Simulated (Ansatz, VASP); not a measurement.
## One calculation of ReSb2, two programs

File INCAR:

```
PREC = Accurate
ENCUT = 520
EDIFF = 1E-6
ISMEAR = 0
SIGMA = 0.1
LREAL = F
LASPH = T
NELM = 80
ALGO = Normal
ISIF = 2
LWAVE = F
LCHARG = T
GGA = PE
LELF = T
LVHAR = T
NBANDS = 16
```

File KPOINTS:

```
Automatic mesh
0
Gamma
  4 4 4
```

File POSCAR:

```
ReSb2
1.0
    4.5144096000      0.0000000000      0.0000000000
    0.0000000000      4.5144096000      0.0000000000
    0.0000000000      0.0000000000      6.3843392800
Re Sb
1 2
Direct
    0.0000000000      0.0000000000      0.0000000000
    0.5000000000      0.0000000000      0.2500000000
    0.0000000000      0.5000000000      0.7500000000
```

Input for Ansatz:

```yaml
crystal:
  lattice:
    - [4.5144096, 0.0, 0.0]
    - [0.0, 4.5144096, 0.0]
    - [0.0, 0.0, 6.38433928]
  atoms:
    - { symbol: Re, position: [0.0, 0.0, 0.0] }
    - { symbol: Sb, position: [0.5, 0.0, 0.25] }
    - { symbol: Sb, position: [0.0, 0.5, 0.75] }
basis:
  ecutwfc: 420
kpoints:
  mp_grid: { grid: [4, 4, 4] }
hamiltonian:
  xc: pbe
scf:
  occupations: { method: gaussian, width: 0.1 }
  lower_state_search: "off"
output:
  forces: true
  stress: true
  eigenvalues: true
```

Change from the starting cell: ordered vacancies on the cation sites of zinc blende (P-4m2, No. 115).

Alike in both runs: task single point; functional PBE; k mesh 4 × 4 × 4; occupations gaussian, width 0.1 eV; no spin polarisation.

```csv
,VASP,Ansatz
version,VASP 6.6.1,Ansatz 0.2.0
potentials or method,"VASP PAW PBE potentials, release 64 (Re, Sb), cutoff 520 eV","scalar-relativistic, plane waves, PAW"
valence electrons in the cell,17,45
```

|  | VASP | Ansatz | Ansatz less VASP |
| --- | --- | --- | --- |
| gap on the k mesh at the Fermi level (eV) | none | none | - |
| pressure (GPa) | -8.7 | -8.6 | +0.08 |
| traceless stress, the component that is largest in VASP (GPa) | 1.34 | 1.34 | +0.006 |
| rms of the force components (eV/Å) | 0.794 | 0.786 | -0.0083 |

Atom by atom the forces differ by 0.008 eV/Å (rms over components). A gap of «none» marks a metal or a gap that the smearing closes. The functional is the same, so the differences come from potentials, cutoffs and numerics. VASP's potentials hold 17 valence electrons a cell and Ansatz's 45, so a difference there can come from the potentials and not from the codes.

Neither program's run includes spin-orbit coupling.
